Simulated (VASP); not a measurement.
# Ga2O3 (R-3c) in VASP: relaxation of cell and atoms with PBE

Aim: the relaxation of cell and atoms of Ga2O3 with PBE.

Everything below comes from runs of VASP 6.6.1. Logs are shortened: lines on timing, memory, paths and dates and some standing lists are left out, and cuts for length are marked.

**1. The cell of the first run**

It takes space group R-3c (No. 167, trigonal). The conventional cell has a = 4.999 Å, b = 4.999 Å, c = 13.501 Å, α = 90.00°, β = 90.00°, γ = 120.00°. Ga (site symmetry 3) has 6 O at 1.93 to 2.08 Å within 2.6 Å. O (site symmetry 2) has 4 Ga at 1.93 to 2.08 Å and 8 O at 2.62 to 2.85 Å within 2.9 Å.

**2. Relaxation of cell and atoms, PBE**

File INCAR:

```
SYSTEM = Ga2O3
PREC = Accurate
ENCUT = 600
EDIFF = 1E-7
ISMEAR = -1
SIGMA = 0.02
LREAL = .FALSE.
LASPH = .TRUE.
NELM = 100
ALGO = Normal
ISIF = 3
LWAVE = .FALSE.
LCHARG = .FALSE.
GGA = PE
IBRION = 2
NSW = 80
EDIFFG = -0.005
```

File KPOINTS:

```
Automatic mesh
0
G
  6 6 6
  0 0 0
```

File POSCAR:

```
Ga2O3
1.0
    2.4997250000      1.4432169017      4.5003166667
   -2.4997250000      1.4432169017      4.5003166667
    0.0000000000     -2.8864338033      4.5003166667
Ga O
4 6
Direct
    0.3559600000      0.3559600000      0.3559600000
    0.1440400000      0.1440400000      0.1440400000
    0.6440400000      0.6440400000      0.6440400000
    0.8559600000      0.8559600000      0.8559600000
    0.5526000000      0.9474000000      0.2500000000
    0.2500000000      0.5526000000      0.9474000000
    0.9474000000      0.2500000000      0.5526000000
    0.4474000000      0.0526000000      0.7500000000
    0.7500000000      0.4474000000      0.0526000000
    0.0526000000      0.7500000000      0.4474000000
```

Potentials or basis: VASP PAW PBE potentials, release 64 (Ga_d, O).

Launch:

```console
cat potpaw_PBE.64/Ga_d/POTCAR potpaw_PBE.64/O/POTCAR > POTCAR
mpirun -np 1 vasp_std > vasp.out
```

OUTCAR:

```text
SYSTEM = Ga2O3
   PREC = Accurate
   ENCUT = 600
   EDIFF = 1E-7
   ISMEAR = -1
   LREAL = .FALSE.
   LASPH = .TRUE.
   NELM = 100
   ISIF = 3
   GGA = PE
   IBRION = 2
   NSW = 80
   EDIFFG = -0.005

 ion  position               nearest neighbor table
   1  0.356  0.356  0.356-  10 1.93   8 1.93   9 1.93   5 2.08   6 2.08   7 2.08   2 2.86
   2  0.144  0.144  0.144-   9 1.93   8 1.93  10 1.93   5 2.08   7 2.08   6 2.08   1 2.86
   3  0.644  0.644  0.644-   7 1.93   5 1.93   6 1.93   8 2.08   9 2.08  10 2.08   4 2.86
   4  0.856  0.856  0.856-   6 1.93   5 1.93   7 1.93   8 2.08  10 2.08   9 2.08   3 2.86
   5  0.553  0.947  0.250-   3 1.93   4 1.93   1 2.08   2 2.08
   6  0.250  0.553  0.947-   4 1.93   3 1.93   1 2.08   2 2.08
   7  0.947  0.250  0.553-   3 1.93   4 1.93   2 2.08   1 2.08
   8  0.447  0.053  0.750-   1 1.93   2 1.93   3 2.08   4 2.08
   9  0.750  0.447  0.053-   2 1.93   1 1.93   3 2.08   4 2.08
  10  0.053  0.750  0.447-   1 1.93   2 1.93   4 2.08   3 2.08

  LATTYP: Found a trigonal (rhomboedric) cell.
 ALAT       =     5.3464334094
 COS(alpha) =     0.5627939742

  Lattice vectors:

 A1 = (   2.4997250000,   1.4432169017,   4.5003166667)
 A2 = (  -2.4997250000,   1.4432169017,   4.5003166667)
 A3 = (   0.0000000000,  -2.8864338033,   4.5003166667)

Analysis of symmetry for initial positions (statically):
=====================================================================
 Subroutine PRICEL returns:
 Original cell was already a primitive cell.

 Routine SETGRP: Setting up the symmetry group for a
 trigonal (rhombohedral) supercell.

 Subroutine GETGRP returns: Found 12 space group operations
 (whereof  6 operations were pure point group operations)
 out of a pool of 12 trial point group operations.

The static configuration has the point symmetry S_6 .
 The point group associated with its full space group is D_3d.

Analysis of symmetry for dynamics (positions and initial velocities):
=====================================================================
 Subroutine PRICEL returns:
 Original cell was already a primitive cell.

 Routine SETGRP: Setting up the symmetry group for a
 trigonal (rhombohedral) supercell.

 Subroutine GETGRP returns: Found 12 space group operations
 (whereof  6 operations were pure point group operations)
 out of a pool of 12 trial point group operations.

The dynamic configuration has the point symmetry S_6 .
 The point group associated with its full space group is D_3d.

 Subroutine INISYM returns: Found 12 space group operations
 (whereof  6 operations are pure point group operations),
 and found     1 'primitive' translations

----------------------------------------------------------------------------------------

                                     Primitive cell

  volume of cell :      97.4133

  direct lattice vectors                    reciprocal lattice vectors
     2.499725000  1.443216902  4.500316667     0.200022002  0.115482757  0.074068862
    -2.499725000  1.443216902  4.500316667    -0.200022002  0.115482757  0.074068862
     0.000000000 -2.886433803  4.500316667     0.000000000 -0.230965514  0.074068862

  length of vectors
     5.346433409  5.346433409  5.346433409     0.242551572  0.242551572  0.242551572

  position of ions in fractional coordinates (direct lattice)
     0.355960000  0.355960000  0.355960000
     0.144040000  0.144040000  0.144040000
     0.644040000  0.644040000  0.644040000
     0.855960000  0.855960000  0.855960000
     0.552600000  0.947400000  0.250000000
     0.250000000  0.552600000  0.947400000
     0.947400000  0.250000000  0.552600000
     0.447400000  0.052600000  0.750000000
     0.750000000  0.447400000  0.052600000
     0.052600000  0.750000000  0.447400000

  ion indices of the primitive-cell ions
   primitive index   ion index
                 1           1
                 2           2
                 3           3
                 4           4
                 5           5
                 6           6
                 7           7
                 8           8
                 9           9
                10          10

----------------------------------------------------------------------------------------

 KPOINTS: Automatic mesh

Automatic generation of k-mesh.
 Grid dimensions read from file:
 generate k-points for:    6    6    6

 Generating k-lattice:

  Cartesian coordinates                     Fractional coordinates (reciprocal lattice)
     0.033337000  0.019247126  0.012344810     0.166666667 -0.000000000 -0.000000000
    -0.033337000  0.019247126  0.012344810    -0.000000000  0.166666667 -0.000000000
     0.000000000 -0.038494252  0.012344810    -0.000000000 -0.000000000  0.166666667

  Length of vectors
     0.040425262  0.040425262  0.040425262

  Shift w.r.t. Gamma in fractional coordinates (k-lattice)
     0.000000000  0.000000000  0.000000000

 Subroutine IBZKPT returns following result:
 ===========================================

 Found     32 irreducible k-points:

 Following reciprocal coordinates:
            Coordinates               Weight
  0.000000  0.000000  0.000000      1.000000
  0.166667  0.000000  0.000000      6.000000
  0.333333  0.000000  0.000000      6.000000
  0.500000  0.000000  0.000000      3.000000
  0.166667  0.166667  0.000000      6.000000
  0.333333  0.166667  0.000000     12.000000
[... 16 lines left out ...]
  0.500000  0.500000  0.166667      6.000000
 -0.333333  0.500000  0.166667     12.000000
 [... further k-points ...]
   k-points           NKPTS =     32   k-points in BZ     NKDIM =     32   number of bands    NBANDS=     52
   number of dos      NEDOS =    301   number of ions     NIONS =     10
   total plane-waves  NPLWV = 110592
   dimension x,y,z NGX =    48 NGY =   48 NGZ =   48
   dimension x,y,z NGXF=    96 NGYF=   96 NGZF=   96
   ions per type =               4   6
   NGX,Y,Z   is equivalent  to a cutoff of  14.93, 14.93, 14.93 a.u.
   NGXF,Y,Z  is equivalent  to a cutoff of  29.85, 29.85, 29.85 a.u.
 SYSTEM =  Ga2O3
   PREC   = accura    normal or accurate (medium, high low for compatibility)
   ISTART =      0    job   : 0-new  1-cont  2-samecut
   ICHARG =      2    charge: 1-file 2-atom 10-const
   ISPIN  =      1    spin polarized calculation?
   LNONCOLLINEAR =      F non collinear calculations
   LSORBIT =      F    spin-orbit coupling
   LASPH  =      T    aspherical Exc in radial PAW
   ENCUT  =  600.0 eV  44.10 Ry    6.64 a.u.  10.68 10.68 10.68*2*pi/ulx,y,z
   NELM   =    100;   NELMIN=  2; NELMDL= -5     # of ELM steps
   EDIFF  = 0.1E-06   stopping-criterion for ELM
   LREAL  =      F    real-space projection
   EDIFFG = -.5E-02   stopping-criterion for IOM
   NSW    =     80    number of steps for IOM
   IBRION =      2    ionic relax: 0-MD 1-quasi-New 2-CG
   NFREE  =      1    steps in history (QN), initial steepest desc. (CG)
   ISIF   =      3    stress and relaxation
   ISYM   =      2    0-nonsym 1-usesym 2-fastsym
   POTIM  = 0.5000    time-step for ionic-motion
   TEBEG  =    0.0;   TEEND  =   0.0 temperature during run
   PSTRESS=    0.0 pullay stress
   NELECT =      88.0000    total number of electrons
   NUPDOWN=      -1.0000    fix difference up-down
   EMIN   =  10.00;   EMAX   =-10.00  energy-range for DOS
   EFERMI =   0.00;   METHOD = LEGACY
   ISMEAR =    -1;   SIGMA  =   0.02  broadening in eV -4-tet -1-fermi 0-gaus
   EFERMI_NEDOS =   21; number of points for ismear=-14 and -15
   IALGO  =     38    algorithm
   IMIX   =      4    mixing-type and parameters
     AMIX     =   0.40;   BMIX     =  1.00
     AMIX_MAG =   1.60;   BMIX_MAG =  1.00
  volume/ion in A,a.u.               =       9.74        65.74
  Fermi-wavevector in a.u.,A,eV,Ry     =   1.582570  2.990624 34.076181  2.504529
  Thomas-Fermi vector in A             =   2.682473
   LORBIT       =      0    0 simple, 1 ext, 2 COOP (PROOUT), +10 PAW based schemes
   GGA     = PE    functional components
   LHFCALC =     F    Hartree Fock is set to
   AEXX    =    0.0000 exact exchange contribution
   IVDW    =     0    specifies the selected vdW correction
   LEPSILON=     F    determine dielectric tensor
   LRPA    =     F    only Hartree local field effects (RPA)
 conjugate gradient relaxation of ions
 non-spin polarized calculation
  energy-cutoff  :      600.00
  volume of cell :       97.41
 maximum number of plane-waves:      3270
 NGX is ok and might be reduce to    48
   NGX = 21   NGY = 21   NGZ = 21

--------------------------------------- Ionic step        1  -------------------------------------------

 number of electron      87.9999994 magnetization

 Free energy of the ion-electron system (eV)
  ---------------------------------------------------
  ext. energy  EPLUGINS =         0.00000000
  ---------------------------------------------------
  free energy    TOTEN  =       -59.31670596 eV

  energy without entropy =      -59.31670596  energy(sigma->0) =      -59.31670596

------------------------ aborting loop because EDIFF is reached ----------------------------------------

  FORCE on cell =-STRESS in cart. coord.  units (eV):
  Direction    XX          YY          ZZ          XY          YZ          ZX
  --------------------------------------------------------------------------------------
  -------------------------------------------------------------------------------------
  Total        5.0400838      5.0400838      3.9690663      0.0000000      0.0000000      0.0000000
  in kB       82.8953518     82.8953518     65.2800936      0.0000000      0.0000000      0.0000000
  external PRESSURE =      77.0235991 kB  Pullay stress =       0.0000000 kB
[... 293 lines left out ...]
  energy  without entropy=      -59.4002199755  energy(sigma->0) =      -59.40021998

--------------------------------------- Ionic step        8  -------------------------------------------

 number of electron      88.0000003 magnetization

 Free energy of the ion-electron system (eV)
  ---------------------------------------------------
  ext. energy  EPLUGINS =         0.00000000
  ---------------------------------------------------
  free energy    TOTEN  =       -59.40023198 eV

  energy without entropy =      -59.40023198  energy(sigma->0) =      -59.40023198

 E-fermi :   4.5783     XC(G=0): -11.9429

 val. band max:        4.0689112083   @ k =  -0.1667   0.1667   0.0000
 cond. band min:       6.4239517668   @ k =   0.0000   0.0000   0.0000
 fundamental gap:      2.3550405585
 Fermi energy:         4.5782598422

 k-point     1 :       0.0000    0.0000    0.0000
  band No.  band energies     occupation
      1     -14.5878      2.00000
      2     -12.7417      2.00000
      3     -12.7417      2.00000
      4     -12.7170      2.00000
      5     -12.7004      2.00000
      6     -12.7004      2.00000
[... 1309 lines left out ...]
     51      13.7629      0.00000
     52      14.5870      0.00000

 [... further k-points ...]
[... 5 lines left out ...]
  --------------------------------------------------------------------------------------
  -------------------------------------------------------------------------------------
  Total       -0.0030135     -0.0030135     -0.0028061      0.0000000     -0.0000000      0.0000000
  in kB       -0.0478260     -0.0478260     -0.0445346      0.0000000     -0.0000000      0.0000000
  external PRESSURE =      -0.0467288 kB  Pullay stress =       0.0000000 kB
[... 25 lines left out ...]
  FREE ENERGIE OF THE ION-ELECTRON SYSTEM (eV)
  ---------------------------------------------------
  free  energy   TOTEN  =       -59.4002319788 eV

  energy  without entropy=      -59.4002319788  energy(sigma->0) =      -59.40023198

 reached required accuracy - stopping structural energy minimisation
```

Wall time 18 min (1 thread of Intel Xeon Platinum 8488C (Sapphire Rapids), shared host); peak memory 0.42 GiB.

Results:

| Item | Value |
| --- | --- |
| Free energy | -59.4002 eV |
| Relaxed volume | 10.10 Å³/atom |
| Relaxed cell | a = 5.404 Å, b = 5.404 Å, c = 5.404 Å, α = 55.88°, β = 55.88°, γ = 55.88° |
| Space group after relaxing (to 0.1 Å) | R-3c (No. 167) |
| Energy gained by relaxing | 8.4 meV/atom |
| Ionic steps | 8 |
| Pressure after relaxing | 0.0 GPa |
| Band gap on the k mesh | 2.36 eV (least direct gap 2.59 eV) |

The path:
| step | energy change (eV) | largest force (eV/Å) | pressure (GPa) | volume (Å³) |
| --- | --- | --- | --- | --- |
| 1 | 0.0000 | 0.0447 | 7.70 | 97.41 |
| 2 | -0.0232 | 0.0051 | -5.78 | 104.17 |
| 3 | -0.0834 | 0.0194 | -0.04 | 100.97 |
| 4 | -0.0834 | 0.0198 | 0.10 | 100.90 |
| 5 | -0.0835 | 0.0059 | 0.11 | 100.89 |
| 6 | -0.0835 | 0.0024 | 0.11 | 100.89 |
| 7 | -0.0835 | 0.0009 | -0.09 | 100.99 |
| 8 | -0.0835 | 0.0016 | 0.00 | 100.95 |

Final structure:
```cif
data_structure
_symmetry_space_group_name_H-M 'P 1'
_symmetry_Int_Tables_number 1
_cell_length_a 5.4043
_cell_length_b 5.4043
_cell_length_c 5.4043
_cell_angle_alpha 55.880
_cell_angle_beta 55.880
_cell_angle_gamma 55.880
_cell_volume 100.95
loop_
_atom_site_label
_atom_site_type_symbol
_atom_site_fract_x
_atom_site_fract_y
_atom_site_fract_z
_atom_site_occupancy
Ga1 Ga 0.35595 0.35595 0.35595 1
Ga2 Ga 0.14405 0.14405 0.14405 1
Ga3 Ga 0.64405 0.64405 0.64405 1
Ga4 Ga 0.85595 0.85595 0.85595 1
O1 O 0.55306 0.94694 0.25000 1
O2 O 0.25000 0.55306 0.94694 1
O3 O 0.94694 0.25000 0.55306 1
O4 O 0.44694 0.05306 0.75000 1
O5 O 0.75000 0.44694 0.05306 1
O6 O 0.05306 0.75000 0.44694 1
```

Levels at points of the mesh, in eV from the valence-band top:
| k point | band 41 | band 42 | band 43 | band 44 | band 45 | band 46 | band 47 | band 48 |
| --- | --- | --- | --- | --- | --- | --- | --- | --- |
| (0.00, 0.00, 0.00) | -0.32 | -0.31 | -0.23 | -0.23 | 2.36 | 6.27 | 6.52 | 8.46 |
| (0.50, 0.00, 0.00) | -0.92 | -0.92 | -0.15 | -0.15 | 5.97 | 5.97 | 6.34 | 6.34 |
| (0.50, 0.50, 0.00) | -0.82 | -0.69 | -0.25 | -0.15 | 6.08 | 6.31 | 7.19 | 7.22 |
| (0.50, 0.50, 0.50) | -0.29 | -0.29 | -0.29 | -0.29 | 5.44 | 5.44 | 7.44 | 7.44 |
